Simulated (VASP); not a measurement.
# Si8NO14 (a cell with a defect) in VASP: single point with PBEsol

Aim: the single point of Si8NO14 (a cell with a defect) with PBEsol.

Program: VASP 6.6.1. These are calculated values, not measurements. Logs are shortened: lines on timing, memory, paths and dates and some standing lists are left out, and cuts for length are marked.

## 1. The cell of the first run

The cell holds a defect, 23 atoms: a = 7.729 Å, b = 6.951 Å, c = 6.960 Å, α = 92.91°, β = 116.33°, γ = 87.81°.

## 2. Single point, PBEsol, collinear spin

INCAR

```
SYSTEM = Si8NO14
PREC = Accurate
ENCUT = 520
EDIFF = 1E-6
ISMEAR = -1
SIGMA = 0.02
LREAL = .FALSE.
LASPH = .TRUE.
NELM = 200
ALGO = Normal
ISIF = 2
LWAVE = .FALSE.
LCHARG = .FALSE.
ISPIN = 2
MAGMOM = 0 0 0 0 0 0 0 0 0 0 0 0.07 0 0 0 0 0.09 0 0 0.1 0 0 0.28
LORBIT = 11
GGA = PS
NBANDS = 82
NELECT = 119.0
GGA_COMPAT = .FALSE.
```

KPOINTS

```
Automatic mesh
0
G
  2 2 2
  0 0 0
```

POSCAR

```
Si8NO14
1.0
   -5.6578710000     -5.2657200000      0.0000000000
    4.5381290000     -5.2657200000      0.0000000000
    2.0996240000      2.2758520000      6.2331600000
Si O N
8 14 1
Direct
    0.7068788540      0.5734020347      0.2084839792
    0.9818090550      0.3502510137      0.6048224336
    0.9761437830      0.4124804554      0.0528709354
    0.2940654851      0.4549632817      0.4586004531
    0.2260094506      0.0918790995      0.2628185383
    0.4608364198      0.8375285615      0.6092964082
    0.4198453232      0.8210125655      0.0135475425
    0.7831736536      0.9539324682      0.4825711196
    0.7595166840      0.8123192060      0.2848219844
    0.9379342056      0.1142199309      0.5583285204
    0.7676540312      0.4980148257      0.0259598663
    0.1382911143      0.5492886252      0.2365159887
    0.0126414253      0.1906812149      0.1408998004
    0.7919123038      0.4526235375      0.4200445681
    0.1815856209      0.3985228470      0.5994611080
    0.9907625453      0.4181374915      0.8309196299
    0.3838054128      0.2585051775      0.3942509097
    0.4644820558      0.6068190282      0.5888509199
    0.4691479968      0.6041237466      0.0896800339
    0.2565858684      0.9264912478      0.4340734074
    0.6508942213      0.9240887654      0.5958354992
    0.4785947495      0.9060446825      0.8452507235
    0.2827421525     -0.0412206937      0.0860018033
```

Potentials or basis: VASP PAW PBE potentials, release 64 (Si, O, N).

The run is started by

```
$ cat potpaw_PBE.64/Si/POTCAR potpaw_PBE.64/O/POTCAR potpaw_PBE.64/N/POTCAR > POTCAR
$ mpirun -np 1 vasp_std > vasp.out
```

OUTCAR:

```text
SYSTEM = Si8NO14
   PREC = Accurate
   ENCUT = 520
   EDIFF = 1E-6
   ISMEAR = -1
   LREAL = .FALSE.
   LASPH = .TRUE.
   NELM = 200
   ISIF = 2
   ISPIN = 2
   LORBIT = 11
   GGA = PS
   NELECT = 119.0

 ion  position               nearest neighbor table
   1  0.707  0.573  0.208-  14 1.59  11 1.60  19 1.66   9 1.73   7 2.65   3 2.91   2 3.08   8 3.10

   2  0.982  0.350  0.605-  16 1.59  15 1.61  14 1.63  10 1.67   1 3.08   8 3.10   4 3.13   3 3.15

   3  0.976  0.412  0.053-  16 1.60  12 1.63  11 1.63  13 1.66   4 2.81   5 2.89   1 2.91   2 3.15

   4  0.294  0.455  0.459-  18 1.62  12 1.63  17 1.64  15 1.64   5 2.76   3 2.81   6 2.93   2 3.13

   5  0.226  0.092  0.263-  13 1.63  20 1.63  17 1.64  23 1.70   4 2.76   3 2.89   6 2.92
   6  0.461  0.838  0.609-  18 1.60  20 1.63  22 1.63  21 1.65   5 2.92   4 2.93   7 2.98   8 3.13

   7  0.420  0.821  0.014-  22 1.58  19 1.60  23 1.63   9 2.46   1 2.65   6 2.98
   8  0.783  0.954  0.483-  10 1.56  21 1.57   9 1.60   1 3.10   2 3.10   6 3.13
   9  0.760  0.812  0.285-   8 1.60   1 1.73   7 2.46
  10  0.938  0.114  0.558-   8 1.56   2 1.67
  11  0.768  0.498  0.026-   1 1.60   3 1.63
  12  0.138  0.549  0.237-   3 1.63   4 1.63
  13  0.013  0.191  0.141-   5 1.63   3 1.66
  14  0.792  0.453  0.420-   1 1.59   2 1.63
  15  0.182  0.399  0.599-   2 1.61   4 1.64
  16  0.991  0.418  0.831-   2 1.59   3 1.60
  17  0.384  0.259  0.394-   5 1.64   4 1.64
  18  0.464  0.607  0.589-   6 1.60   4 1.62
  19  0.469  0.604  0.090-   7 1.60   1 1.66
  20  0.257  0.926  0.434-   6 1.63   5 1.63
  21  0.651  0.924  0.596-   8 1.57   6 1.65
  22  0.479  0.906  0.845-   7 1.58   6 1.63
  23  0.283  0.959  0.086-   7 1.63   5 1.70

  LATTYP: Found a triclinic cell.
 ALAT       =     6.9598999169
 B/A-ratio  =     1.1171330850
 C/A-ratio  =     0.9987834837
 COS(alpha) =     0.0074743512
 COS(beta)  =     0.0507558895
 COS(gamma) =     0.4541659106

  Lattice vectors:

 A1 = (  -2.0996240000,  -2.2758520000,  -6.2331600000)
 A2 = (   3.5582470000,   2.9898680000,  -6.2331600000)
 A3 = (   4.5381290000,  -5.2657200000,   0.0000000000)

Analysis of symmetry for initial positions (statically):
=====================================================================
 Subroutine PRICEL returns:
 Original cell was already a primitive cell.

 Routine SETGRP: Setting up the symmetry group for a
 triclinic supercell.

 Subroutine GETGRP returns: Found  1 space group operations
 (whereof  1 operations were pure point group operations)
 out of a pool of  2 trial point group operations.

The static configuration has the point symmetry C_1 .

Analysis of symmetry for dynamics (positions and initial velocities):
=====================================================================
 Subroutine PRICEL returns:
 Original cell was already a primitive cell.

 Routine SETGRP: Setting up the symmetry group for a
 triclinic supercell.

 Subroutine GETGRP returns: Found  1 space group operations
 (whereof  1 operations were pure point group operations)
 out of a pool of  2 trial point group operations.

The dynamic configuration has the point symmetry C_1 .

Analysis of structural, dynamic, and magnetic symmetry:
=====================================================================
 Subroutine PRICEL returns:
 Original cell was already a primitive cell.

 Routine SETGRP: Setting up the symmetry group for a
 triclinic supercell.

 Subroutine GETGRP returns: Found  1 space group operations
 (whereof  1 operations were pure point group operations)
 out of a pool of  2 trial point group operations.

The overall configuration has the point symmetry C_1 .

 Subroutine INISYM returns: Found  1 space group operations
 (whereof  1 operations are pure point group operations),
 and found     1 'primitive' translations

----------------------------------------------------------------------------------------

                                     Primitive cell

  volume of cell :     334.6539

  direct lattice vectors                    reciprocal lattice vectors
    -5.657871000 -5.265720000  0.000000000    -0.098077678 -0.084525792  0.063899280
     4.538129000 -5.265720000  0.000000000     0.098077678 -0.105381761  0.005439784
[... 94 lines left out ...]
   total plane-waves  NPLWV = 174960
   dimension x,y,z NGX =    60 NGY =   54 NGZ =   54
   dimension x,y,z NGXF=   120 NGYF=  108 NGZF=  108
   ions per type =               8  14   1
   NGX,Y,Z   is equivalent  to a cutoff of  12.91, 12.91, 12.90 a.u.
   NGXF,Y,Z  is equivalent  to a cutoff of  25.81, 25.83, 25.80 a.u.
 SYSTEM =  Si8NO14
   PREC   = accura    normal or accurate (medium, high low for compatibility)
   ISTART =      0    job   : 0-new  1-cont  2-samecut
   ICHARG =      2    charge: 1-file 2-atom 10-const
   ISPIN  =      2    spin polarized calculation?
   LNONCOLLINEAR =      F non collinear calculations
   LSORBIT =      F    spin-orbit coupling
   LASPH  =      T    aspherical Exc in radial PAW
   ENCUT  =  520.0 eV  38.22 Ry    6.18 a.u.  14.37 12.93 12.94*2*pi/ulx,y,z
   NELM   =    200;   NELMIN=  2; NELMDL= -5     # of ELM steps
   EDIFF  = 0.1E-05   stopping-criterion for ELM
   LREAL  =      F    real-space projection
   EDIFFG = 0.1E-04   stopping-criterion for IOM
   NSW    =      0    number of steps for IOM
   IBRION =     -1    ionic relax: 0-MD 1-quasi-New 2-CG
   NFREE  =      0    steps in history (QN), initial steepest desc. (CG)
   ISIF   =      2    stress and relaxation
   ISYM   =      2    0-nonsym 1-usesym 2-fastsym
   POTIM  = 0.5000    time-step for ionic-motion
   TEBEG  =    0.0;   TEEND  =   0.0 temperature during run
   PSTRESS=    0.0 pullay stress
   NELECT =     119.0000    total number of electrons
   NUPDOWN=      -1.0000    fix difference up-down
   EMIN   =  10.00;   EMAX   =-10.00  energy-range for DOS
   EFERMI =   0.00;   METHOD = LEGACY
   ISMEAR =    -1;   SIGMA  =   0.02  broadening in eV -4-tet -1-fermi 0-gaus
   EFERMI_NEDOS =   21; number of points for ismear=-14 and -15
   IALGO  =     38    algorithm
   IMIX   =      4    mixing-type and parameters
     AMIX     =   0.40;   BMIX     =  1.00
     AMIX_MAG =   1.60;   BMIX_MAG =  1.00
  volume/ion in A,a.u.               =      14.55        98.19
  Fermi-wavevector in a.u.,A,eV,Ry     =   1.159823  2.191748 18.302425  1.345190
  Thomas-Fermi vector in A             =   2.296412
   LORBIT       =     11    0 simple, 1 ext, 2 COOP (PROOUT), +10 PAW based schemes
   GGA     = PS    functional components
   LHFCALC =     F    Hartree Fock is set to
   AEXX    =    0.0000 exact exchange contribution
   IVDW    =     0    specifies the selected vdW correction
   LEPSILON=     F    determine dielectric tensor
   LRPA    =     F    only Hartree local field effects (RPA)
 spin polarized calculation
  energy-cutoff  :      520.00
  volume of cell :      334.65
 maximum number of plane-waves:      9026
 NGX is ok and might be reduce to    60
   NGX = 29   NGY = 25   NGZ = 25

 number of electron     119.0000008 magnetization       1.0000017

 Free energy of the ion-electron system (eV)
  ---------------------------------------------------
  ext. energy  EPLUGINS =         0.00000000
  ---------------------------------------------------
  free energy    TOTEN  =      -187.40195797 eV

  energy without entropy =     -187.40195797  energy(sigma->0) =     -187.40195797

 E-fermi :   0.6844     XC(G=0):  -8.4500

 val. band max:        0.2710509214   @ k =   0.5000   0.0000   0.5000
 cond. band min:       1.1120086749   @ k =   0.0000   0.5000  -0.0000
 fundamental gap:      0.8409577535
 Fermi energy:         0.6844322789

 spin component 1

 k-point     1 :       0.0000    0.0000    0.0000
  band No.  band energies     occupation
      1     -19.7263      1.00000
      2     -19.0464      1.00000
      3     -18.8965      1.00000
      4     -18.7495      1.00000
      5     -18.3878      1.00000
      6     -18.1256      1.00000
[... 581 lines left out ...]
     70       9.2324      0.00000
     71       9.2812      0.00000
 Fermi energy:         0.6844322789

 spin component 2

 k-point     1 :       0.0000    0.0000    0.0000
  band No.  band energies     occupation
      1     -19.7132      1.00000
      2     -19.0154      1.00000
      3     -18.8744      1.00000
      4     -18.7392      1.00000
      5     -18.3673      1.00000
      6     -18.1050      1.00000
[... 581 lines left out ...]
     70       9.2671      0.00000
     71       9.3452      0.00000
 [bands above 71 left out]

------------------------ aborting loop because EDIFF is reached ----------------------------------------

  FORCE on cell =-STRESS in cart. coord.  units (eV):
  Direction    XX          YY          ZZ          XY          YZ          ZX
  --------------------------------------------------------------------------------------
  -------------------------------------------------------------------------------------
  Total      -11.2925810    -14.7311121     -9.0941563     -0.8967060      0.6783221      0.5484676
  in kB      -54.0639697    -70.5261623    -43.5388680     -4.2930386      3.2475114      2.6258245
  external PRESSURE =     -56.0430000 kB  Pullay stress =       0.0000000 kB

 VOLUME and BASIS-vectors are now :
 -----------------------------------------------------------------------------
  energy-cutoff  :      520.00
  volume of cell :      334.65
      direct lattice vectors                 reciprocal lattice vectors
    -5.657871000 -5.265720000  0.000000000    -0.098077678 -0.084525792  0.063899280
     4.538129000 -5.265720000  0.000000000     0.098077678 -0.105381761  0.005439784
     2.099624000  2.275852000  6.233160000     0.000000000  0.000000000  0.160432269

 POSITION                                       TOTAL-FORCE (eV/Angst)
 -----------------------------------------------------------------------------------
     -0.95952     -6.26712      1.29951         0.034950      0.007922     -0.002853
     -2.69556     -5.63777      3.76996        -0.019056      0.041426      0.018641
     -3.54000     -7.19178      0.32955         0.027912      0.000890     -0.098249
      1.36379     -2.90047      2.85853        -0.010682     -0.038808      0.091880
     -0.30995     -1.07578      1.63819        -0.085364      0.060808     -0.071670
      2.47275     -5.45016      3.79784        -0.010204     -0.071349      0.054630
[... 15 lines left out ...]
      3.17863     -5.36746      5.26858        -0.007820     -0.032590     -0.027186
      2.93192     -6.34178      0.53606         0.041029     -0.002184      0.019320
 -----------------------------------------------------------------------------------
    total drift:                                0.001066      0.000481      0.000643

  FREE ENERGIE OF THE ION-ELECTRON SYSTEM (eV)
  ---------------------------------------------------
  free  energy   TOTEN  =      -187.4019579744 eV

  energy  without entropy=     -187.4019579741  energy(sigma->0) =     -187.40195797

 total charge

# of ion       s       p       d       tot
------------------------------------------
    1        0.645   0.968   0.000   1.614
    2        0.631   0.969   0.000   1.600
    3        0.647   0.986   0.000   1.633
    4        0.648   0.982   0.000   1.630
    5        0.656   0.992   0.000   1.648
    6        0.642   0.974   0.000   1.616
[... 15 lines left out ...]
   22        1.554   3.643   0.000   5.197
   23        1.257   2.496   0.000   3.753
--------------------------------------------------
tot         28.182  61.240   0.000  89.422

 magnetization (x)

# of ion       s       p       d       tot
------------------------------------------
    1        0.000   0.000   0.000   0.000
    2       -0.000   0.000   0.000  -0.000
    3       -0.000   0.000   0.000  -0.000
    4       -0.000  -0.000   0.000  -0.000
    5       -0.004  -0.008   0.000  -0.011
    6       -0.000  -0.000   0.000  -0.000
[... 15 lines left out ...]
   22        0.002   0.027   0.000   0.028
   23        0.016   0.507   0.000   0.523
--------------------------------------------------
tot          0.012   0.687   0.000   0.699
```

Wall time 7.5 min (1 thread of Intel Xeon 6975P-C (Granite Rapids), shared host); peak memory 0.71 GiB.

What came out:

| Quantity | Value |
| --- | --- |
| Free energy | -187.4020 eV |
| Largest force | 0.127 eV/Å |
| Net moment | 1.00 μB per cell |
| Site moments | Si +0.00, -0.00, -0.01; O -0.00, +0.00, +0.01, +0.02, +0.10, +0.03; N +0.52 μB |
| Valence electrons inside the program's atomic spheres | Si 1.61, 1.60, 1.63, 1.65, 1.62, 1.67; O 5.15, 5.19, 5.20, 5.17, 5.22, 5.24, 5.21; N 3.75 |

Forces in eV/Å, atoms in the order of the input:
```
Si   0.035  0.008 -0.003
Si  -0.019  0.041  0.019
Si   0.028  0.001 -0.098
Si  -0.011 -0.039  0.092
Si  -0.085  0.061 -0.072
Si  -0.010 -0.071  0.055
Si   0.094 -0.009  0.013
Si  -0.008 -0.017  0.023
O   -0.045  0.034 -0.059
O    0.021 -0.090  0.024
O   -0.017 -0.003 -0.045
O    0.036 -0.049 -0.001
O    0.029  0.037 -0.009
O   -0.005  0.000  0.019
O   -0.025 -0.029 -0.010
O   -0.001  0.008  0.023
O   -0.055 -0.040  0.016
O   -0.034  0.011  0.010
O   -0.021  0.094  0.005
O    0.031  0.028 -0.009
O    0.028  0.058  0.016
O   -0.008 -0.033 -0.027
N    0.041 -0.002  0.019
```

Levels at points of the mesh, in eV from the Fermi level:
Spin up:
| k point | band 56 | band 57 | band 58 | band 59 | band 60 | band 61 | band 62 | band 63 | band 64 | band 65 |
| --- | --- | --- | --- | --- | --- | --- | --- | --- | --- | --- |
| (0.00, 0.00, 0.00) | -1.24 | -1.13 | -0.96 | -0.82 | -0.47 | 3.30 | 4.70 | 5.35 | 5.88 | 6.81 |
| (0.50, 0.00, 0.00) | -1.26 | -1.16 | -1.07 | -0.83 | -0.51 | 3.79 | 4.58 | 5.14 | 5.77 | 6.89 |
| (0.00, 0.50, 0.00) | -1.26 | -1.17 | -0.97 | -0.87 | -0.55 | 3.72 | 4.63 | 5.28 | 5.85 | 6.48 |
| (0.50, 0.50, 0.00) | -1.26 | -1.19 | -0.98 | -0.87 | -0.60 | 3.95 | 4.56 | 5.21 | 5.80 | 6.79 |
| (0.00, 0.00, 0.50) | -1.21 | -1.06 | -0.85 | -0.76 | -0.44 | 3.81 | 4.62 | 5.26 | 5.77 | 6.97 |
| (0.50, 0.00, 0.50) | -1.25 | -1.10 | -0.85 | -0.76 | -0.41 | 3.73 | 4.72 | 5.33 | 5.81 | 6.53 |
| (0.00, 0.50, 0.50) | -1.23 | -1.08 | -0.82 | -0.78 | -0.48 | 4.04 | 4.56 | 5.32 | 5.80 | 7.09 |
| (0.50, 0.50, 0.50) | -1.24 | -1.06 | -0.81 | -0.75 | -0.49 | 3.92 | 4.68 | 5.25 | 5.83 | 7.22 |
Spin down:
| k point | band 56 | band 57 | band 58 | band 59 | band 60 | band 61 | band 62 | band 63 |
| --- | --- | --- | --- | --- | --- | --- | --- | --- |
| (0.00, 0.00, 0.00) | -1.06 | -0.94 | -0.67 | -0.45 | 0.43 | 3.33 | 4.71 | 5.38 |
| (0.50, 0.00, 0.00) | -1.12 | -1.00 | -0.67 | -0.53 | 0.44 | 3.82 | 4.59 | 5.19 |
| (0.00, 0.50, 0.00) | -1.10 | -0.98 | -0.65 | -0.57 | 0.43 | 3.74 | 4.64 | 5.32 |
| (0.50, 0.50, 0.00) | -1.12 | -1.06 | -0.65 | -0.59 | 0.43 | 3.98 | 4.56 | 5.27 |
| (0.00, 0.00, 0.50) | -1.07 | -0.83 | -0.66 | -0.42 | 0.46 | 3.84 | 4.63 | 5.32 |
| (0.50, 0.00, 0.50) | -1.08 | -0.85 | -0.63 | -0.44 | 0.48 | 3.75 | 4.73 | 5.38 |
| (0.00, 0.50, 0.50) | -1.14 | -0.95 | -0.61 | -0.47 | 0.46 | 4.07 | 4.56 | 5.38 |
| (0.50, 0.50, 0.50) | -1.09 | -0.96 | -0.59 | -0.48 | 0.47 | 3.93 | 4.69 | 5.29 |

Caveat: the k points lie up to 0.50 Å⁻¹ apart; the cell carries a net charge on a neutralising background, which shifts energy and pressure; the cell is charged against a uniform background, so pressure and absolute levels hang on convention; the PAW data sets were made with another functional, which shifts forces and pressure a little.
